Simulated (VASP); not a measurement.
# PbSe (Pm-3m) in VASP: notebook

Runs on PbSe. Level: LDA. Tasks: vibrations by perturbation theory.

All numbers are computed with VASP 6.6.1; they aren't measurements. Logs are shortened: lines on timing, memory, paths and dates and some standing lists are left out, and cuts for length are marked.

### Step 1. The cell of the first run

It takes space group Pm-3m (No. 221, cubic). Conventional cell: a = 3.582 Å, b = 3.582 Å, c = 3.582 Å, α = 90.00°, β = 90.00°, γ = 90.00°. Pb (site symmetry m-3m) has 8 Se at 3.10 Å and 6 Pb at 3.58 Å within 4.1 Å. Within 4.1 Å of Se (site symmetry m-3m) lie 8 Pb at 3.10 Å and 6 Se at 3.58 Å.

### Step 2. Vibrations by perturbation theory, LDA

File INCAR:

```
PREC = Accurate
ENCUT = 520
EDIFF = 1E-8
ISMEAR = -1
SIGMA = 0.15
LREAL = False
LASPH = True
NELM = 100
ALGO = Normal
ISIF = 2
LWAVE = False
LCHARG = False
GGA = CA
IBRION = 8
NSW = 1
```

File KPOINTS:

```
Automatic mesh
0
Gamma
  12 12 12
```

File POSCAR:

```
PbSe
1.0
    3.5817000000      0.0000000000      0.0000000000
    0.0000000000      3.5817000000      0.0000000000
    0.0000000000      0.0000000000      3.5817000000
Pb Se
1 1
Direct
    0.0000000000      0.0000000000      0.0000000000
    0.5000000000      0.5000000000      0.5000000000
```

Potentials or basis: VASP PAW LDA potentials, release 64 (Pb_d, Se).

Started as:

```console
cat potpaw_LDA.64/Pb_d/POTCAR potpaw_LDA.64/Se/POTCAR > POTCAR
mpirun -np 1 vasp_std > vasp.out
```

OUTCAR:

```text
PREC = Accurate
   ENCUT = 520
   EDIFF = 1E-8
   ISMEAR = -1
   LREAL = False
   LASPH = True
   NELM = 100
   ISIF = 2
   GGA = CA
   IBRION = 8
   NSW = 1

 ion  position               nearest neighbor table
   1  0.000  0.000  0.000-   2 3.10   2 3.10   2 3.10   2 3.10   2 3.10   2 3.10   2 3.10   2 3.10

   2  0.500  0.500  0.500-   1 3.10   1 3.10   1 3.10   1 3.10   1 3.10   1 3.10   1 3.10   1 3.10

  LATTYP: Found a simple cubic cell.
 ALAT       =     3.5817000000

  Lattice vectors:

 A1 = (   3.5817000000,   0.0000000000,   0.0000000000)
 A2 = (   0.0000000000,   3.5817000000,   0.0000000000)
 A3 = (   0.0000000000,   0.0000000000,   3.5817000000)

Analysis of symmetry for initial positions (statically):
=====================================================================
 Subroutine PRICEL returns:
 Original cell was already a primitive cell.

 Routine SETGRP: Setting up the symmetry group for a
 simple cubic supercell.

 Subroutine GETGRP returns: Found 48 space group operations
 (whereof 48 operations were pure point group operations)
 out of a pool of 48 trial point group operations.

The static configuration has the point symmetry O_h .

Analysis of symmetry for dynamics (positions and initial velocities):
=====================================================================
 Subroutine PRICEL returns:
 Original cell was already a primitive cell.

 Routine SETGRP: Setting up the symmetry group for a
 simple cubic supercell.

 Subroutine GETGRP returns: Found 48 space group operations
 (whereof 48 operations were pure point group operations)
 out of a pool of 48 trial point group operations.

The dynamic configuration has the point symmetry O_h .

 Subroutine INISYM returns: Found 48 space group operations
 (whereof 48 operations are pure point group operations),
 and found     1 'primitive' translations

----------------------------------------------------------------------------------------

                                     Primitive cell

  volume of cell :      45.9481

  direct lattice vectors                    reciprocal lattice vectors
     3.581700000  0.000000000  0.000000000     0.279197029  0.000000000  0.000000000
     0.000000000  3.581700000  0.000000000     0.000000000  0.279197029  0.000000000
     0.000000000  0.000000000  3.581700000     0.000000000  0.000000000  0.279197029

  length of vectors
     3.581700000  3.581700000  3.581700000     0.279197029  0.279197029  0.279197029

  position of ions in fractional coordinates (direct lattice)
     0.000000000  0.000000000  0.000000000
     0.500000000  0.500000000  0.500000000

  ion indices of the primitive-cell ions
   primitive index   ion index
                 1           1
                 2           2

----------------------------------------------------------------------------------------

 KPOINTS: Automatic mesh

Automatic generation of k-mesh.
 Grid dimensions read from file:
 generate k-points for:   12   12   12

 Generating k-lattice:

  Cartesian coordinates                     Fractional coordinates (reciprocal lattice)
     0.023266419  0.000000000  0.000000000     0.083333333  0.000000000  0.000000000
     0.000000000  0.023266419  0.000000000     0.000000000  0.083333333  0.000000000
     0.000000000  0.000000000  0.023266419     0.000000000  0.000000000  0.083333333

  Length of vectors
     0.023266419  0.023266419  0.023266419

  Shift w.r.t. Gamma in fractional coordinates (k-lattice)
     0.000000000  0.000000000  0.000000000

 Subroutine IBZKPT returns following result:
 ===========================================

 Found     84 irreducible k-points:
[... 85 lines left out ...]

 number of electron      20.0000005 magnetization

 Free energy of the ion-electron system (eV)
  ---------------------------------------------------
  ext. energy  EPLUGINS =         0.00000000
  ---------------------------------------------------
  free energy    TOTEN  =        -9.03214216 eV

  energy without entropy =       -8.97181064  energy(sigma->0) =       -9.00197640

 E-fermi :   7.1988     XC(G=0): -11.0155

 val. band max:        7.1123235031   @ k =   0.1667   0.1667   0.0833
 cond. band min:       7.2010905965   @ k =   0.3333   0.0833   0.0833
 fundamental gap:      0.0887670933
 Fermi energy:         7.1988412203

 k-point     1 :       0.0000    0.0000    0.0000
  band No.  band energies     occupation
      1      -9.7806      2.00000
      2      -9.7806      2.00000
      3      -9.5321      2.00000
      4      -9.5321      2.00000
      5      -9.5321      2.00000
      6      -7.3038      2.00000
      7       0.4443      2.00000
      8       5.1732      2.00000
      9       5.1732      2.00000
     10       5.1732      2.00000
     11      12.0476      0.00000
     12      12.0476      0.00000
     13      14.3372      0.00000
     14      14.3372      0.00000
[... 377 lines left out ...]
      1      -9.7593      2.00000
      2      -9.6895      2.00000
      3      -9.5950      2.00000
      4      -9.5787      2.00000
      5      -9.5028      2.00000
      6      -5.1763      2.00000
      7      -1.3554      2.00000
      8       2.3166      2.00000
      9       3.8212      2.00000
     10       6.8885      1.77565
     11      10.3961      0.00000
     12      11.8619      0.00000
     13      12.0984      0.00000
     14      15.1383      0.00000

 [... further k-points ...]

------------------------ aborting loop because EDIFF is reached ----------------------------------------

  FORCE on cell =-STRESS in cart. coord.  units (eV):
  Direction    XX          YY          ZZ          XY          YZ          ZX
  --------------------------------------------------------------------------------------
  -------------------------------------------------------------------------------------
  Total        1.4932678      1.4932678      1.4932678      0.0000000      0.0000000     -0.0000000
  in kB       52.0691720     52.0691720     52.0691720      0.0000000      0.0000000     -0.0000000
  external PRESSURE =      52.0691720 kB  Pullay stress =       0.0000000 kB

 VOLUME and BASIS-vectors are now :
 -----------------------------------------------------------------------------
  energy-cutoff  :      520.00
  volume of cell :       45.95
      direct lattice vectors                 reciprocal lattice vectors
     3.581700000  0.000000000  0.000000000     0.279197029  0.000000000  0.000000000
     0.000000000  3.581700000  0.000000000     0.000000000  0.279197029  0.000000000
     0.000000000  0.000000000  3.581700000     0.000000000  0.000000000  0.279197029

 POSITION                                       TOTAL-FORCE (eV/Angst)
 -----------------------------------------------------------------------------------
      0.00000      0.00000      0.00000         0.000000      0.000000      0.000000
      1.79085      1.79085      1.79085         0.000000      0.000000      0.000000
 -----------------------------------------------------------------------------------
    total drift:                               -0.000000      0.000000     -0.000000

  FREE ENERGIE OF THE ION-ELECTRON SYSTEM (eV)
  ---------------------------------------------------
  free  energy   TOTEN  =        -9.0321421600 eV

  energy  without entropy=       -8.9718106444  energy(sigma->0) =       -9.00197640

[... ionic steps 2 to 3 ...]

--------------------------------------- Ionic step        4  -------------------------------------------

------------------------ aborting loop because EDIFF is reached ----------------------------------------

[... ionic steps 5 to 6 ...]

--------------------------------------- Ionic step        7  -------------------------------------------

 Free energy of the ion-electron system (eV)
  ---------------------------------------------------
  ---------------------------------------------------
  free energy    TOTEN  =        -0.08275495 eV

  energy without entropy =       -0.08275495

------------------------ aborting loop because EDIFF is reached ----------------------------------------

 INTERNAL STRAIN TENSOR  FOR ION    2  DIRECTION 1   (eV/Angst):
 -----------------------------------------------------------------------------
    -0.03412  0.00000  0.00000
    -0.00000  0.02244  0.00000
    -0.00000  0.00000  0.02244

 INTERNAL STRAIN TENSOR FOR ION    2 for displacements in x,y,z  (eV/Angst):
          X           Y           Z          XY          YZ          ZX
  --------------------------------------------------------------------------------
  x     0.00000     0.00000     0.00000     0.00000     0.00000     0.00000
  y     0.00000     0.00000     0.00000     0.00000     0.00000     0.00000
  z     0.00000     0.00000     0.00000     0.00000     0.00000     0.00000

 SECOND DERIVATIVES (NOT SYMMETRIZED)
 ------------------------------------
               1X          1Y          1Z          2X          2Y          2Z
  1X    -0.523101    0.000000    0.000000    0.523101   -0.000000    0.000000
  1Y     0.000000   -0.523101   -0.000000   -0.000000    0.523101    0.000000
  1Z    -0.000000   -0.000000   -0.523101    0.000000    0.000000    0.523101
  2X     0.503347    0.000000    0.000000   -0.503347   -0.000000   -0.000000
  2Y     0.000000    0.503347    0.000000   -0.000000   -0.503347   -0.000000
  2Z     0.000000   -0.000000    0.503347    0.000000    0.000000   -0.503347

 Eigenvectors and eigenvalues of the dynamical matrix
 ----------------------------------------------------

   1 f  =    1.474842 THz     9.266707 2PiTHz   49.195442 cm-1     6.099455 meV
             X         Y         Z           dx          dy          dz
      0.000000  0.000000  0.000000    -0.532653    0.000000    0.000000
      1.790850  1.790850  1.790850     0.846334    0.000000    0.000000
[... 21 lines left out ...]
   6 f/i=    0.012796 THz     0.080401 2PiTHz    0.426837 cm-1     0.052921 meV
             X         Y         Z           dx          dy          dz
      0.000000  0.000000  0.000000     0.000000    0.000000   -0.846334
      1.790850  1.790850  1.790850     0.000000    0.000000   -0.532653

--------------------------------------------------------------------------------------------------------

 ELASTIC MODULI CONTR FROM IONIC RELAXATION (kBar)
 Direction    XX          YY          ZZ          XY          YZ          ZX
 --------------------------------------------------------------------------------
 XX           0.0000      0.0000      0.0000      0.0000      0.0000      0.0000
 YY           0.0000      0.0000      0.0000      0.0000      0.0000      0.0000
 ZZ           0.0000      0.0000      0.0000      0.0000      0.0000      0.0000
 XY           0.0000      0.0000      0.0000      0.0000      0.0000      0.0000
 YZ           0.0000      0.0000      0.0000      0.0000      0.0000      0.0000
 ZX           0.0000      0.0000      0.0000      0.0000      0.0000      0.0000
 --------------------------------------------------------------------------------
```

Run time: 2.8 min. Hardware: 1 thread of Intel Xeon Platinum 8488C (Sapphire Rapids), shared host; peak memory 0.38 GiB.

Results:

* Highest phonon frequency at Γ, LO-TO splitting left out: 49 cm⁻¹

Phonon frequencies in cm⁻¹ (negative: imaginary):
```tsv
q point	frequencies
(0.000, 0.000, 0.000)	0 0 0 49 49 49
```

Caveat: the cell stands under pressure or tension, which shifts response properties; spin-orbit coupling is left out, which moves the levels of the heavy elements.

### Step 3. Vibrations by perturbation theory, LDA

This run uses another cell than the first one, of 24.44 Å³/atom.

File INCAR:

```
PREC = Accurate
ENCUT = 520
EDIFF = 1E-8
ISMEAR = -1
SIGMA = 0.15
LREAL = F
LASPH = T
NELM = 80
ALGO = Normal
ISIF = 2
LWAVE = F
LCHARG = F
IBRION = 8
NSW = 1
```

File KPOINTS:

```
regular mesh
0
Gamma
  12 12 12
```

File POSCAR:

```
PbSe
1.0
    3.6563000000      0.0000000000      0.0000000000
    0.0000000000      3.6563000000      0.0000000000
    0.0000000000      0.0000000000      3.6563000000
Pb Se
1 1
Direct
    0.0000000000      0.0000000000      0.0000000000
    0.5000000000      0.5000000000      0.5000000000
```

Potentials or basis: VASP PAW LDA potentials, release 64 (Pb_d, Se).

Started as:

```console
cat potpaw_LDA.64/Pb_d/POTCAR potpaw_LDA.64/Se/POTCAR > POTCAR
mpirun -np 1 vasp_std > vasp.out
```

OUTCAR:

```text
PREC = Accurate
   ENCUT = 520
   EDIFF = 1E-8
   ISMEAR = -1
   LREAL = F
   LASPH = T
   NELM = 80
   ISIF = 2
   IBRION = 8
   NSW = 1

 ion  position               nearest neighbor table
   1  0.000  0.000  0.000-   2 3.17   2 3.17   2 3.17   2 3.17   2 3.17   2 3.17   2 3.17   2 3.17

   2  0.500  0.500  0.500-   1 3.17   1 3.17   1 3.17   1 3.17   1 3.17   1 3.17   1 3.17   1 3.17

  LATTYP: Found a simple cubic cell.
 ALAT       =     3.6563000000

  Lattice vectors:

[... 663 lines left out ...]
               1X          1Y          1Z          2X          2Y          2Z
  1X     0.193155    0.000000    0.000000   -0.193155   -0.000000    0.000000
  1Y     0.000000    0.193155   -0.000000   -0.000000   -0.193155    0.000000
  1Z     0.000000    0.000000    0.193155   -0.000000   -0.000000   -0.193155
  2X    -0.178810    0.000000    0.000000    0.178810   -0.000000   -0.000000
  2Y     0.000000   -0.178810   -0.000000   -0.000000    0.178810    0.000000
  2Z     0.000000    0.000000   -0.178810   -0.000000   -0.000000    0.178810

 Eigenvectors and eigenvalues of the dynamical matrix
 ----------------------------------------------------

   1 f  =    0.015502 THz     0.097404 2PiTHz    0.517102 cm-1     0.064112 meV
             X         Y         Z           dx          dy          dz
      0.000000  0.000000  0.000000    -0.221815   -0.811825   -0.000000
      1.828150  1.828150  1.828150    -0.142361   -0.521030    0.000000
[... 21 lines left out ...]
   6 f/i=    0.884045 THz     5.554618 2PiTHz   29.488566 cm-1     3.656115 meV
             X         Y         Z           dx          dy          dz
      0.000000  0.000000  0.000000    -0.000000   -0.540128   -0.000000
      1.828150  1.828150  1.828150    -0.000000    0.841583    0.000000

--------------------------------------------------------------------------------------------------------

 ELASTIC MODULI CONTR FROM IONIC RELAXATION (kBar)
 Direction    XX          YY          ZZ          XY          YZ          ZX
 --------------------------------------------------------------------------------
 XX           0.0000      0.0000      0.0000      0.0000      0.0000      0.0000
 YY           0.0000      0.0000      0.0000      0.0000      0.0000      0.0000
 ZZ           0.0000      0.0000      0.0000      0.0000      0.0000      0.0000
 XY           0.0000      0.0000      0.0000      0.0000      0.0000      0.0000
 YZ           0.0000      0.0000      0.0000      0.0000      0.0000      0.0000
 ZX           0.0000      0.0000      0.0000      0.0000      0.0000      0.0000
 --------------------------------------------------------------------------------
```

Wall time 2.8 min (1 thread of Intel Xeon Platinum 8488C (Sapphire Rapids), shared host); peak memory 0.4 GiB.

Results:

```yaml
Highest_phonon_frequency_at_Γ_LO-TO_splitting_left_out: 1 cm⁻¹
Most_unstable_mode: 29i cm⁻¹
```

Phonon frequencies in cm⁻¹ (negative: imaginary):
```
              q point        frequencies
(0.000, 0.000, 0.000)  -29 -29 -29 1 1 1
```

Caveat: some modes are imaginary; spin-orbit coupling is left out, which moves the levels of the heavy elements.
